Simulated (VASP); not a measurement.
Write the native input for VASP 6.6.1 that does the following.

```yaml
Task: single point
Functional: LDA
Potentials_or_basis: VASP PAW LDA potentials, release 64 (V_sv, Ru_pv)
Cutoff: 500 eV
k_mesh: 8 × 8 × 8
Occupations: methfessel-paxton, width 0.1 eV
Spin: collinear spin, ferromagnetic start
Starting_moments: "[1.5, 0.0] μB"
Dipole_correction: no
Further_INCAR_settings: ALGO = Normal; EDIFF = 1e-06; NBANDS = 24
```

The structure of VRu lies in POSCAR:

```
VRu
1.0
    2.9900000000      0.0000000000      0.0000000000
    0.0000000000      2.9900000000      0.0000000000
    0.0000000000      0.0000000000      2.9900000000
V Ru
1 1
Direct
    0.5000000000      0.5000000000      0.5000000000
    0.0000000000      0.0000000000      0.0000000000
```

The input as run:

INCAR

```
SYSTEM = VRu
PREC     = Accurate       ! precision mode
ENCUT    = 500            ! plane-wave cutoff, eV
EDIFF    = 1E-6           ! SCF threshold, eV
ISMEAR   = 1              ! smearing method
SIGMA    = 0.1            ! smearing width, eV
LREAL    = .False.        ! projectors in reciprocal space
LASPH    = .True.         ! aspherical terms in the spheres
NELM     = 200            ! most SCF steps
ALGO     = Normal         ! electronic algorithm
ISIF     = 2              ! what is computed and relaxed
LWAVE    = .False.        ! write WAVECAR
LCHARG   = .True.         ! write CHGCAR
ISPIN    = 2              ! spin polarisation
MAGMOM   = 1.5 0          ! initial moments
LORBIT   = 11             ! projections on sites
LMAXMIX  = 4              ! l up to which the mixer works
GGA      = CA             ! functional
LELF     = .True.         ! ELF
LVHAR    = .True.       
NBANDS   = 24             ! bands
GGA_COMPAT= .False.
```

KPOINTS

```
regular mesh
0
Gamma
  8 8 8
  0 0 0
```

Potentials or basis: VASP PAW LDA potentials, release 64 (V_sv, Ru_pv).

The run is started by

```console
$ cat potpaw_LDA.64/V_sv/POTCAR potpaw_LDA.64/Ru_pv/POTCAR > POTCAR
$ mpirun -np 1 vasp_std > vasp.out
```

Results of the run:

```json
{"Pressure": "-10.6 GPa", "Net moment": "0.00 μB per cell", "Valence electrons inside the program's atomic spheres": "V 11.63; Ru 12.72"}
```

Caveat: the cell stands under tension; an empty level that is flat over the whole mesh can mark a ghost state of the potentials, or a narrow d or f band.

Run time: 15 s on 1 thread of Intel(R) Xeon(R) 6975P-C (Granite Rapids) (shared host), peak memory 0.16 GiB.
